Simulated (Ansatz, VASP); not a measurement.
## SrO in VASP and in Ansatz

The input INCAR:

```
  AGGAC = 1.0
  AGGAX = 1.0
  ALDAC = 0.0
  ALDAX = 1.0
  ALGO = Normal
  EDIFF = 1E-6
  ENCUT = 600
  GGA = B5
  GGA_COMPAT = F
  ISIF = 2
  ISMEAR = 0
  IVDW = 12
  LASPH = T
  LCHARG = F
  LREAL = F
  LWAVE = F
  NBANDS = 15
  NELM = 120
  PREC = Accurate
  SIGMA = 0.05
  VDW_A1 = 0.4298
  VDW_A2 = 4.2359
  VDW_S6 = 1.0
  VDW_S8 = 2.6996
```

File KPOINTS:

```
k-points
0
Gamma
  8 8 8
```

POSCAR

```
SrO
1.0
    0.0000000000      2.5732203067      2.5732203067
    2.5732203067      0.0000000000      2.5732203067
    2.5732203067      2.5732203067      0.0000000000
Sr O
1 1
Direct
    0.5000000000      0.5000000000      0.5000000000
    0.0000000000      0.0000000000      0.0000000000
```

Input for Ansatz:

```yaml
crystal:
  lattice:
    - [0.0, 2.5732203067, 2.5732203067]
    - [2.5732203067, 0.0, 2.5732203067]
    - [2.5732203067, 2.5732203067, 0.0]
  atoms:
    - { symbol: Sr, position: [0.5, 0.5, 0.5] }
    - { symbol: O, position: [0.0, 0.0, 0.0] }
basis:
  ecutwfc: 420
  ecutrho_ratio: 4
kpoints:
  mp_grid: { grid: [8, 8, 8] }
hamiltonian:
  xc: blyp
  dispersion: d3bj
scf:
  occupations: { method: gaussian, width: 0.05 }
output:
  forces: true
  stress: true
  eigenvalues: true
```

Alike in both runs: task single point; functional BLYP; dispersion D3(BJ); k mesh 8 × 8 × 8; occupations gaussian, width 0.05 eV; no spin polarisation.

|  | VASP | Ansatz |
| --- | --- | --- |
| version | VASP 6.6.1 | Ansatz 0.2.0 |
| potentials or method | VASP PAW PBE potentials, release 64 (Sr_sv, O), cutoff 600 eV | scalar-relativistic, plane waves, PAW |
| valence electrons in the cell | 16 | 16 |

```tsv
	VASP	Ansatz	Ansatz less VASP
gap on the k mesh at the Fermi level (eV)	3.40	3.45	+0.056
least direct gap on the mesh (eV)	3.48	3.53	+0.047
pressure (GPa)	0.3	-0.3	-0.53
```

VASP's potentials were made for PBE, not for BLYP.
